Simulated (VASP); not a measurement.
Set up this calculation in VASP 6.6.1, as the native input.

| Quantity | Value |
| --- | --- |
| Task | single point |
| Functional | LDA |
| Potentials or basis | VASP PAW LDA potentials, release 64 (Na_pv, H) |
| Cutoff | 520 eV |
| k mesh | 12 × 12 × 12 |
| Occupations | gaussian, width 0.02 eV |
| Spin | no spin polarisation |
| Dipole correction | no |
| Further INCAR settings | ALGO = Normal; EDIFF = 1e-06; NBANDS = 11 |

The structure of NaH lies in POSCAR:

```
NaH
1.0
    2.8148000000      0.0000000000      0.0000000000
    0.0000000000      2.8148000000      0.0000000000
    0.0000000000      0.0000000000      2.8148000000
Na H
1 1
Direct
    0.0000000000      0.0000000000      0.0000000000
    0.5000000000      0.5000000000      0.5000000000
```

These files were run (other wordings do the same):

INCAR

```
PREC     = Accurate       # precision mode
ENCUT    = 520            # plane-wave cutoff, eV
EDIFF    = 1E-6           # SCF threshold, eV
ISMEAR   = 0              # smearing method
SIGMA    = 0.02           # smearing width, eV
LREAL    = False          # projectors in reciprocal space
LASPH    = True           # aspherical terms in the spheres
NELM     = 100            # most SCF steps
ALGO     = Normal         # electronic algorithm
ISIF     = 2              # what is computed and relaxed
LWAVE    = False          # write WAVECAR
LCHARG   = True           # write CHGCAR
GGA      = CA             # functional
LELF     = True           # ELF
LVHAR    = True         
NBANDS   = 11             # bands
```

KPOINTS

```
regular mesh
0
Gamma
  12 12 12
```

Potentials or basis: VASP PAW LDA potentials, release 64 (Na_pv, H).

Launch:

```console
$ cat potpaw_LDA.64/Na_pv/POTCAR potpaw_LDA.64/H/POTCAR > POTCAR
$ mpirun -np 1 vasp_std > vasp.out
```

It gave:

* Pressure: 1.9 GPa
* Band gap on the k mesh: 0.55 eV (least direct gap 4.55 eV)

Wall time 4.7 s on 1 thread of Intel(R) Xeon(R) 6975P-C (Granite Rapids) (shared host), peak memory 0.13 GiB.
